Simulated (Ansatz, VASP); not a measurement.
In2Au in VASP and in Ansatz

```xyz
3
Lattice="0.0000 3.2071 3.2071 3.2071 0.0000 3.2071 3.2071 3.2071 0.0000" Properties=species:S:1:pos:R:3 pbc="T T T"
In    1.6035    1.6035    1.6035
In    4.8106    4.8106    4.8106
Au    0.0000    0.0000    0.0000
```

Change from the starting cell: volume scaled by 0.96, crystal datasets.

Alike in both runs: task electric field gradients; functional LDA; k mesh 10 × 10 × 10; occupations fermi-dirac, width 0.05 eV; no spin polarisation.

|  | VASP | Ansatz |
| --- | --- | --- |
| version | VASP 6.6.1 | Ansatz 0.2.0 |
| potentials or method | VASP PAW LDA potentials, release 64 (In_d, Au), cutoff 520 eV | all-electron PAW with datasets made for the crystal, scalar-relativistic |

Ansatz gave:

```
pressure (GPa) : 1.9
```

Q: Which values does VASP return?

A: Pressure (GPa): 2.0.

LDA's correlation is that of Perdew and Zunger in VASP and of Perdew and Wang (1992) in Ansatz. Ansatz ran all-electron here, and VASP with PAW potentials.

Spin-orbit coupling is off throughout.
